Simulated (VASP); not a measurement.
**Si16C17 (a cell with a defect): single point with PBE**

Si16C17 (a cell with a defect):

```
CELL_PARAMETERS angstrom
6.18387 0.00000 0.00000
-3.09194 5.35539 0.00000
0.00000 0.00000 10.14858
ATOMIC_POSITIONS crystal
Si 0.16325 0.33035 0.24924
Si 0.16767 0.33379 0.75143
Si 0.19114 0.84583 0.24763
Si 0.17517 0.83772 0.74259
Si 0.64402 0.29928 0.26446
Si 0.66814 0.33416 0.74646
Si 0.64353 0.83905 0.26401
Si 0.66736 0.83387 0.74574
Si 0.32453 0.16126 0.50131
Si 0.34334 0.17279 0.99664
Si 0.32459 0.66194 0.50083
Si 0.34196 0.67074 0.99632
Si 0.83106 0.16457 0.50644
Si 0.83609 0.16794 0.99930
Si 0.82438 0.66098 0.49312
Si 0.86037 0.68226 0.97231
C 0.16169 0.33003 0.43691
C 0.17130 0.33578 0.93938
C 0.15979 0.82933 0.43388
C 0.19485 0.84819 0.92440
C 0.65574 0.31662 0.44783
C 0.67489 0.33899 0.93392
C 0.65630 0.83697 0.44752
C 0.67267 0.83679 0.93270
C 0.33422 0.16910 0.18509
C 0.33310 0.16967 0.68587
C 0.33154 0.66319 0.18505
C 0.33254 0.66325 0.68542
C 0.82792 0.16156 0.18968
C 0.83723 0.16859 0.69043
C 0.74339 0.61861 0.23551
C 0.83673 0.66834 0.68411
C 0.92320 0.71989 0.14285
```

```yaml
Program: VASP 6.6.1
Task: single point
Functional: PBE
Potentials_or_basis: VASP PAW PBE potentials, release 64 (Si, C)
Cutoff: 520 eV
k_mesh: 2 × 2 × 2
Occupations: gaussian, width 0.02 eV
Spin: no spin polarisation
Dipole_correction: no
Further_INCAR_settings: LREAL = Auto; ALGO = Normal; EDIFF = 1e-06; NBANDS = 88
```

```json
{
  "Pressure": "8.3 GPa",
  "Largest force": "0.170 eV/Å",
  "Band gap on the k mesh": "zero (bands 66 and 67 overlap by 1.17 eV)"
}
```

Forces on the atoms (eV/Å):
```
Si  -0.011  0.015 -0.003
Si  -0.006 -0.002  0.002
Si   0.011 -0.012 -0.008
Si   0.005 -0.002  0.004
Si  -0.026  0.053 -0.016
Si   0.006 -0.007 -0.005
Si  -0.031  0.017  0.021
Si   0.003  0.005  0.004
Si   0.000  0.010 -0.011
Si  -0.004 -0.006 -0.005
Si   0.012  0.004  0.003
Si   0.007  0.001  0.014
Si  -0.008 -0.007 -0.001
Si   0.001 -0.002  0.003
Si  -0.020  0.019  0.004
Si   0.022 -0.012  0.023
C    0.002  0.001 -0.002
C    0.001 -0.008  0.001
C    0.002  0.010 -0.010
C    0.006  0.000 -0.002
C   -0.006  0.008 -0.003
C   -0.009 -0.017 -0.014
C   -0.016  0.006  0.009
C    0.029 -0.015  0.021
C   -0.008 -0.012  0.001
C    0.002 -0.008 -0.002
C    0.009  0.011 -0.001
C   -0.001  0.003  0.010
C   -0.016  0.029 -0.005
C   -0.004  0.000 -0.006
C   -0.090 -0.001  0.034
C    0.004  0.000  0.012
C    0.131 -0.081 -0.072
```

Stress tensor (GPa, compression positive):
```
 9.59  2.36 -2.57
 2.36  7.13 -1.54
-2.57 -1.54  8.25
```

Levels at points of the mesh, in eV from the Fermi level:
```
           k point  band 62  band 63  band 64  band 65  band 66  band 67  band 68  band 69  band 70  band 71
(0.00, 0.00, 0.00)    -2.03    -1.51    -1.38    -1.37    -0.45    -0.20     0.88     1.54     1.56     1.63
(0.50, 0.00, 0.00)    -2.40    -2.03    -1.98    -1.96     0.77     1.27     1.61     2.28     2.36     2.65
(0.00, 0.50, 0.00)    -2.40    -2.23    -2.01    -1.90    -0.22     0.98     1.80     2.10     2.56     2.76
(0.50, 0.50, 0.00)    -2.39    -2.31    -2.01    -1.90    -0.16     0.90     1.81     2.09     2.56     2.77
(0.00, 0.00, 0.50)    -1.74    -1.72    -1.53    -1.51    -0.37    -0.16     0.90     1.56     1.64     1.67
(0.50, 0.00, 0.50)    -2.45    -2.30    -2.30    -2.22     0.97     1.23     1.76     2.42     2.50     2.69
(0.00, 0.50, 0.50)    -2.45    -2.37    -2.30    -1.94    -0.19     1.08     1.97     2.51     2.58     2.84
(0.50, 0.50, 0.50)    -2.46    -2.38    -2.30    -1.96    -0.15     1.00     1.97     2.51     2.59     2.84
```

Run time: 10 min on 1 thread of AMD EPYC 7R43 64-Core Processor (Zen 3), on a shared host, peak memory 0.44 GiB.

Caveat: the k points lie up to 0.59 Å⁻¹ apart, too coarse for converged energies and pressures of a metal.
